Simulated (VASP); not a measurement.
# SnP2 (Fm-3m) in VASP: notebook

Runs on SnP2. Level: PBE. Tasks: single point, relaxation of cell and atoms.

Everything below comes from runs of VASP 6.6.1. Logs are shortened: lines on timing, memory, paths and dates and some standing lists are left out, and cuts for length are marked.

### Step 1. The cell of the first run

It takes space group Fm-3m (No. 225, cubic). Conventional cell: a = 6.177 Å, b = 6.177 Å, c = 6.177 Å, α = 90.00°, β = 90.00°, γ = 90.00°. Sn (site symmetry m-3m) has 8 P at 2.67 Å within 3.5 Å. P (site symmetry -43m) has 4 Sn at 2.67 Å and 6 P at 3.09 Å within 3.5 Å.

### Step 2. Single point, PBE

File INCAR:

```
SYSTEM = SnP2
PREC = Accurate ; ENCUT = 520
EDIFF = 1E-6 ; ISMEAR = 0
SIGMA = 0.1 ; LREAL = .FALSE.
LASPH = .TRUE. ; NELM = 80
ALGO = Normal ; ISIF = 2
LWAVE = .FALSE. ; LCHARG = .FALSE.
GGA = PE ; NBANDS = 19
```

File KPOINTS:

```
Automatic mesh
0
G
  6 6 6
  0 0 0
```

File POSCAR:

```
SnP2
1.0
    0.0000000000      3.0883825326      3.0883825326
    3.0883825326      0.0000000000      3.0883825326
    3.0883825326      3.0883825326      0.0000000000
Sn P
1 2
Direct
    0.0000000000      0.0000000000      0.0000000000
    0.2500000000      0.2500000000      0.2500000000
    0.7500000000      0.7500000000      0.7500000000
```

Potentials or basis: VASP PAW PBE potentials, release 64 (Sn_d, P).

Started as:

```console
$ cat potpaw_PBE.64/Sn_d/POTCAR potpaw_PBE.64/P/POTCAR > POTCAR
$ mpirun -np 1 vasp_std > vasp.out
```

OUTCAR:

```text
SYSTEM = SnP2
   PREC = Accurate
   ENCUT = 520
   EDIFF = 1E-6
   ISMEAR = 0
   LREAL = .FALSE.
   LASPH = .TRUE.
   NELM = 80
   ISIF = 2
   GGA = PE

 ion  position               nearest neighbor table
   1  0.000  0.000  0.000-   3 2.67   3 2.67   3 2.67   2 2.67   3 2.67   2 2.67   2 2.67   2 2.67

   2  0.250  0.250  0.250-   1 2.67   1 2.67   1 2.67   1 2.67
   3  0.750  0.750  0.750-   1 2.67   1 2.67   1 2.67   1 2.67

  LATTYP: Found a face centered cubic cell.
 ALAT       =     6.1767650652

  Lattice vectors:

 A1 = (   0.0000000000,   3.0883825326,   3.0883825326)
 A2 = (   3.0883825326,   0.0000000000,   3.0883825326)
 A3 = (   3.0883825326,   3.0883825326,   0.0000000000)

Analysis of symmetry for initial positions (statically):
=====================================================================
 Subroutine PRICEL returns:
 Original cell was already a primitive cell.

 Routine SETGRP: Setting up the symmetry group for a
 face centered cubic supercell.

 Subroutine GETGRP returns: Found 48 space group operations
 (whereof 48 operations were pure point group operations)
 out of a pool of 48 trial point group operations.

The static configuration has the point symmetry O_h .

Analysis of symmetry for dynamics (positions and initial velocities):
=====================================================================
 Subroutine PRICEL returns:
 Original cell was already a primitive cell.

 Routine SETGRP: Setting up the symmetry group for a
 face centered cubic supercell.

 Subroutine GETGRP returns: Found 48 space group operations
 (whereof 48 operations were pure point group operations)
 out of a pool of 48 trial point group operations.

The dynamic configuration has the point symmetry O_h .

 Subroutine INISYM returns: Found 48 space group operations
 (whereof 48 operations are pure point group operations),
 and found     1 'primitive' translations

----------------------------------------------------------------------------------------

                                     Primitive cell

  volume of cell :      58.9146

  direct lattice vectors                    reciprocal lattice vectors
     0.000000000  3.088382533  3.088382533    -0.161897043  0.161897043  0.161897043
     3.088382533  0.000000000  3.088382533     0.161897043 -0.161897043  0.161897043
     3.088382533  3.088382533  0.000000000     0.161897043  0.161897043 -0.161897043

  length of vectors
     4.367632463  4.367632463  4.367632463     0.280413904  0.280413904  0.280413904

  position of ions in fractional coordinates (direct lattice)
     0.000000000  0.000000000  0.000000000
     0.250000000  0.250000000  0.250000000
     0.750000000  0.750000000  0.750000000

  ion indices of the primitive-cell ions
   primitive index   ion index
                 1           1
                 2           2
                 3           3

----------------------------------------------------------------------------------------

 KPOINTS: Automatic mesh

Automatic generation of k-mesh.
 Grid dimensions read from file:
 generate k-points for:    6    6    6

 Generating k-lattice:

  Cartesian coordinates                     Fractional coordinates (reciprocal lattice)
    -0.026982841  0.026982841  0.026982841     0.166666667  0.000000000  0.000000000
     0.026982841 -0.026982841  0.026982841     0.000000000  0.166666667  0.000000000
     0.026982841  0.026982841 -0.026982841     0.000000000  0.000000000  0.166666667

  Length of vectors
     0.046735651  0.046735651  0.046735651

  Shift w.r.t. Gamma in fractional coordinates (k-lattice)
     0.000000000  0.000000000  0.000000000

 Subroutine IBZKPT returns following result:
 ===========================================

 Found     16 irreducible k-points:

 Following reciprocal coordinates:
            Coordinates               Weight
  0.000000  0.000000  0.000000      1.000000
  0.166667  0.000000  0.000000      8.000000
  0.333333  0.000000  0.000000      8.000000
  0.500000  0.000000  0.000000      4.000000
  0.166667  0.166667  0.000000      6.000000
  0.333333  0.166667  0.000000     24.000000
[... 8 lines left out ...]
 -0.333333  0.333333  0.166667     24.000000
 -0.333333  0.500000  0.166667     12.000000
   k-points           NKPTS =     16   k-points in BZ     NKDIM =     16   number of bands    NBANDS=     19
   number of dos      NEDOS =    301   number of ions     NIONS =      3
   total plane-waves  NPLWV =  32768
   dimension x,y,z NGX =    32 NGY =   32 NGZ =   32
   dimension x,y,z NGXF=    64 NGYF=   64 NGZF=   64
   ions per type =               1   2
   NGX,Y,Z   is equivalent  to a cutoff of  12.18, 12.18, 12.18 a.u.
   NGXF,Y,Z  is equivalent  to a cutoff of  24.36, 24.36, 24.36 a.u.
 SYSTEM =  SnP2
   PREC   = accura    normal or accurate (medium, high low for compatibility)
   ISTART =      0    job   : 0-new  1-cont  2-samecut
   ICHARG =      2    charge: 1-file 2-atom 10-const
[... 129 lines left out ...]
[... 11 lines left out ...]
     18      14.7308      0.00000
     19      16.5950      0.00000

 k-point     7 :       0.5000    0.1667    0.0000
  band No.  band energies     occupation
      1     -13.5608      2.00000
      2     -13.5425      2.00000
      3     -13.5359      2.00000
      4     -13.4858      2.00000
      5     -13.4811      2.00000
      6      -3.8192      2.00000
[... 11 lines left out ...]
     18      15.8244      0.00000
     19      16.1072      0.00000

 k-point     8 :      -0.3333    0.1667    0.0000
  band No.  band energies     occupation
      1     -13.5574      2.00000
      2     -13.5446      2.00000
      3     -13.5385      2.00000
      4     -13.4840      2.00000
      5     -13.4833      2.00000
      6      -4.2419      2.00000
[... 11 lines left out ...]
     18      14.6679      0.00000
     19      17.4702      0.00000

 k-point     9 :      -0.1667    0.1667    0.0000
  band No.  band energies     occupation
      1     -13.5571      2.00000
      2     -13.5451      2.00000
      3     -13.5449      2.00000
      4     -13.4859      2.00000
      5     -13.4830      2.00000
      6      -5.2817      2.00000
[... 11 lines left out ...]
     18      14.8486      0.00000
     19      16.3543      0.00000

 k-point    10 :       0.3333    0.3333    0.0000
  band No.  band energies     occupation
      1     -13.5741      2.00000
      2     -13.5317      2.00000
      3     -13.5317      2.00000
      4     -13.4916      2.00000
      5     -13.4779      2.00000
      6      -4.5606      2.00000
[... 11 lines left out ...]
     18      14.0631      0.00000
     19      17.5443      0.00000

 k-point    11 :       0.5000    0.3333    0.0000
  band No.  band energies     occupation
      1     -13.5729      2.00000
      2     -13.5319      2.00000
      3     -13.5281      2.00000
      4     -13.4915      2.00000
      5     -13.4777      2.00000
      6      -3.6545      2.00000
[... 11 lines left out ...]
     18      15.4164      0.00000
     19      16.2147      0.00000

 k-point    12 :      -0.3333    0.3333    0.0000
  band No.  band energies     occupation
      1     -13.5594      2.00000
      2     -13.5434      2.00000
      3     -13.5311      2.00000
      4     -13.4876      2.00000
      5     -13.4811      2.00000
      6      -3.0860      2.00000
[... 11 lines left out ...]
     18      15.5050      0.00000
     19      17.7650      0.00000

 k-point    13 :       0.5000    0.5000    0.0000
  band No.  band energies     occupation
      1     -13.5813      2.00000
      2     -13.5245      2.00000
      3     -13.5245      2.00000
      4     -13.4940      2.00000
      5     -13.4756      2.00000
      6      -3.4359      2.00000
[... 11 lines left out ...]
     18      14.7110      0.00000
     19      16.0900      0.00000

 k-point    14 :       0.5000    0.3333    0.1667
  band No.  band energies     occupation
      1     -13.5632      2.00000
      2     -13.5417      2.00000
      3     -13.5323      2.00000
      4     -13.4885      2.00000
      5     -13.4801      2.00000
      6      -4.1721      2.00000
[... 11 lines left out ...]
     18      14.6578      0.00000
     19      16.3075      0.00000

 k-point    15 :      -0.3333    0.3333    0.1667
  band No.  band energies     occupation
      1     -13.5551      2.00000
      2     -13.5500      2.00000
      3     -13.5288      2.00000
      4     -13.4877      2.00000
      5     -13.4809      2.00000
      6      -3.0433      2.00000
[... 11 lines left out ...]
     18      15.7911      0.00000
     19      17.1028      0.00000

 k-point    16 :      -0.3333    0.5000    0.1667
  band No.  band energies     occupation
      1     -13.5675      2.00000
      2     -13.5391      2.00000
      3     -13.5245      2.00000
      4     -13.4908      2.00000
      5     -13.4786      2.00000
      6      -3.0372      2.00000
[... 11 lines left out ...]
     18      16.7886      0.00000
     19      17.1370      0.00000

------------------------ aborting loop because EDIFF is reached ----------------------------------------

  FORCE on cell =-STRESS in cart. coord.  units (eV):
  Direction    XX          YY          ZZ          XY          YZ          ZX
  --------------------------------------------------------------------------------------
  -------------------------------------------------------------------------------------
  Total        4.2598288      4.2598288      4.2598288     -0.0000000     -0.0000000      0.0000000
  in kB      115.8455803    115.8455803    115.8455803     -0.0000000     -0.0000000      0.0000000
  external PRESSURE =     115.8455803 kB  Pullay stress =       0.0000000 kB

 VOLUME and BASIS-vectors are now :
 -----------------------------------------------------------------------------
  energy-cutoff  :      520.00
  volume of cell :       58.91
      direct lattice vectors                 reciprocal lattice vectors
     0.000000000  3.088382533  3.088382533    -0.161897043  0.161897043  0.161897043
     3.088382533  0.000000000  3.088382533     0.161897043 -0.161897043  0.161897043
     3.088382533  3.088382533  0.000000000     0.161897043  0.161897043 -0.161897043

 POSITION                                       TOTAL-FORCE (eV/Angst)
 -----------------------------------------------------------------------------------
      0.00000      0.00000      0.00000        -0.000000      0.000000      0.000000
      1.54419      1.54419      1.54419        -0.000000     -0.000000     -0.000000
      4.63257      4.63257      4.63257         0.000000      0.000000      0.000000
 -----------------------------------------------------------------------------------
    total drift:                                0.000000     -0.000000      0.000000

  FREE ENERGIE OF THE ION-ELECTRON SYSTEM (eV)
  ---------------------------------------------------
  free  energy   TOTEN  =       -12.3747377648 eV

  energy  without entropy=      -12.3697146741  energy(sigma->0) =      -12.37222622
```

It took 8.3 s on 1 thread of Intel Xeon Platinum 8488C (Sapphire Rapids), shared host; peak memory 0.17 GiB.

What came out:

- Free energy: -12.3747 eV
- Pressure: 11.6 GPa
- Band gap on the k mesh: zero (band 12 reaches 9.85 eV, above the bottom of band 13 at 6.15 eV)

Levels at points of the mesh, in eV from the Fermi level:
```tsv
k point	band 9	band 10	band 11	band 12	band 13	band 14	band 15	band 16
(0.00, 0.00, 0.00)	-3.01	-3.01	-1.58	-1.58	-1.58	-1.08	1.84	1.84
(0.50, 0.00, 0.00)	-3.89	-3.89	-2.35	-2.15	-2.15	3.13	4.75	4.75
(0.50, 0.50, 0.00)	-5.78	-5.78	-1.49	1.55	1.55	2.31	4.98	6.25
```

Caveat: spin-orbit coupling is left out, which moves the levels of the heavy elements.

### Step 3. Single point, PBE

This run uses another cell than the first one, of 22.46 Å³/atom, 1.144 times its volume.

File INCAR:

```
PREC = Accurate
ENCUT = 520
EDIFF = 1E-6
ISMEAR = 0
SIGMA = 0.1
LREAL = False
LASPH = True
NELM = 100
ALGO = Normal
ISIF = 2
LWAVE = False
LCHARG = True
GGA = PE
LELF = True
LVHAR = True
NBANDS = 19
```

File KPOINTS:

```
Automatic mesh
0
Gamma
  6 6 6
```

File POSCAR:

```
SnP2
1.0
    0.0000000000      3.2298007641      3.2298007641
    3.2298007641      0.0000000000      3.2298007641
    3.2298007641      3.2298007641      0.0000000000
Sn P
1 2
Direct
    0.0000000000      0.0000000000      0.0000000000
    0.2500000000      0.2500000000      0.2500000000
    0.7500000000      0.7500000000      0.7500000000
```

Potentials or basis: VASP PAW PBE potentials, release 64 (Sn_d, P).

Started as:

```console
$ cat potpaw_PBE.64/Sn_d/POTCAR potpaw_PBE.64/P/POTCAR > POTCAR
$ mpirun -np 1 vasp_std > vasp.out
```

It took 15 s on 1 thread of Intel Xeon Platinum 8488C (Sapphire Rapids), shared host; peak memory 0.2 GiB.

Results (log left out):

- Free energy: -12.6414 eV
- Pressure: -0.1 GPa
- Band gap on the k mesh: zero (band 12 reaches 7.88 eV, above the bottom of band 13 at 4.82 eV)

Levels at points of the mesh, in eV from the Fermi level:
```csv
k point,band 10,band 11,band 12,band 13,band 14,band 15
"(0.00, 0.00, 0.00)",-2.54,-2.05,-1.25,-1.25,-1.25,2.04
"(0.50, 0.00, 0.00)",-3.26,-2.16,-1.73,-1.73,2.48,4.54
"(0.50, 0.50, 0.00)",-4.92,-1.14,1.33,1.33,1.99,4.16
```

Caveat: spin-orbit coupling is left out, which moves the levels of the heavy elements.

### Step 4. Relaxation of cell and atoms, PBE

File INCAR:

```
PREC = Accurate
ENCUT = 600
EDIFF = 1E-7
ISMEAR = 0
SIGMA = 0.1
LREAL = F
LASPH = T
NELM = 60
ALGO = Normal
ISIF = 3
LWAVE = F
LCHARG = F
GGA = PE
IBRION = 2
NSW = 90
EDIFFG = -0.04
```

File KPOINTS:

```
regular mesh
0
Gamma
  6 6 6
```

File POSCAR:

```
SnP2
1.0
    0.0000000000      3.0883825326      3.0883825326
    3.0883825326      0.0000000000      3.0883825326
    3.0883825326      3.0883825326      0.0000000000
Sn P
1 2
Direct
    0.0000000000      0.0000000000      0.0000000000
    0.2500000000      0.2500000000      0.2500000000
    0.7500000000      0.7500000000      0.7500000000
```

Started as:

```console
$ cat potpaw_PBE.64/Sn_d/POTCAR potpaw_PBE.64/P/POTCAR > POTCAR
$ mpirun -np 1 vasp_std > vasp.out
```

Run time: 36 s. Hardware: 1 thread of Intel Xeon Platinum 8488C (Sapphire Rapids), shared host; peak memory 0.21 GiB.

It converged, with:

```yaml
Free_energy: -12.6403 eV
Relaxed_volume: 22.39 Å³/atom
Relaxed_cell: a = 4.563 Å, b = 4.563 Å, c = 4.563 Å, α = 60.00°, β = 60.00°, γ = 60.00°
Space_group_after_relaxing_to_0.05_Å: Fm-3m (No. 225)
Energy_gained_by_relaxing: 88.4 meV/atom
Ionic_steps: 3
Pressure_after_relaxing: 0.1 GPa
Band_gap_on_the_k_mesh: zero (band 12 reaches 7.93 eV, above the bottom of band 13 at 4.85 eV)
```

Step by step:
| step | energy change (eV) | largest force (eV/Å) | pressure (GPa) | volume (Å³) |
| --- | --- | --- | --- | --- |
| 1 | 0.0000 | 0.0000 | 11.65 | 58.91 |
| 2 | -0.2066 | 0.0000 | -3.75 | 71.95 |
| 3 | -0.2652 | 0.0000 | 0.05 | 67.18 |

Final structure:
```
Sn P
1.0
     0.00000    3.22648    3.22648
     3.22648    0.00000    3.22648
     3.22648    3.22648    0.00000
Sn P
1 2
Direct
  0.00000 0.00000 0.00000
  0.25000 0.25000 0.25000
  0.75000 0.75000 0.75000
```

Levels at points of the mesh, in eV from the Fermi level:
```csv
k point,band 10,band 11,band 12,band 13,band 14,band 15
"(0.00, 0.00, 0.00)",-2.55,-2.03,-1.26,-1.26,-1.26,2.04
"(0.50, 0.00, 0.00)",-3.27,-2.16,-1.74,-1.74,2.50,4.55
"(0.50, 0.50, 0.00)",-4.94,-1.15,1.33,1.33,2.00,4.17
```

Caveat: spin-orbit coupling is left out, which moves the levels of the heavy elements.

### Step 5. Single point, PBE

This run uses another cell than the first one, of 22.46 Å³/atom, 1.144 times its volume.

File INCAR:

```
SYSTEM = SnP2
  PREC = Accurate
  ENCUT = 520
  EDIFF = 1E-6
  ISMEAR = 0
  SIGMA = 0.1
  LREAL = .False.
  LASPH = .True.
  NELM = 80
  ALGO = Normal
  ISIF = 2
  LWAVE = .False.
  LCHARG = .True.
  GGA = PE
  LELF = .True.
  LVHAR = .True.
  NBANDS = 19
```

File KPOINTS:

```
Automatic mesh
0
Gamma
  12 12 12
  0 0 0
```

File POSCAR:

```
SnP2
1.0
    0.0000000000      3.2298007641      3.2298007641
    3.2298007641      0.0000000000      3.2298007641
    3.2298007641      3.2298007641      0.0000000000
Sn P
1 2
Direct
    0.0000000000      0.0000000000      0.0000000000
    0.2500000000      0.2500000000      0.2500000000
    0.7500000000      0.7500000000      0.7500000000
```

Started as:

```console
$ cat potpaw_PBE.64/Sn_d/POTCAR potpaw_PBE.64/P/POTCAR > POTCAR
$ mpirun -np 1 vasp_std > vasp.out
```

Wall time 48 s (1 thread of Intel Xeon Platinum 8488C (Sapphire Rapids), shared host); peak memory 0.25 GiB.

Results (log left out):

```
Free energy            : -12.6562 eV
Pressure               : 0.0 GPa
Band gap on the k mesh : zero (band 12 reaches 7.90 eV, above the bottom of band 13 at 4.84 eV)
```

Levels at points of the mesh, in eV from the Fermi level:
```
           k point  band 10  band 11  band 12  band 13  band 14  band 15
(0.00, 0.00, 0.00)    -2.54    -2.06    -1.25    -1.25    -1.25     2.04
(0.50, 0.00, 0.00)    -3.26    -2.16    -1.73    -1.73     2.49     4.54
(0.50, 0.50, 0.00)    -4.92    -1.14     1.34     1.34     2.00     4.15
```

Caveat: spin-orbit coupling is left out, which moves the levels of the heavy elements.

### Step 6. Summary

```csv
task,cell,k mesh,cutoff (eV),gap on the mesh (eV),pressure (GPa)
single point,"a = 4.368 Å, angles 60.0°, 3 atoms",6 × 6 × 6,520,none,11.6
single point,"a = 4.568 Å, angles 60.0°, 3 atoms",6 × 6 × 6,520,none,-0.1
relaxation of cell and atoms,"relaxed from a = 4.368 Å, angles 60.0°, 3 atoms",6 × 6 × 6,600,none,0.1
single point,"a = 4.568 Å, angles 60.0°, 3 atoms",12 × 12 × 12,520,none,0.0
```

Alike in all rows: level PBE; potentials or basis VASP PAW PBE potentials, release 64 (Sn_d, P); no spin polarisation; smearing gaussian 0.1 eV.

Caveats: spin-orbit coupling is left out, which moves the levels of the heavy elements.

Absolute energies hang on the potentials; compare differences alone.
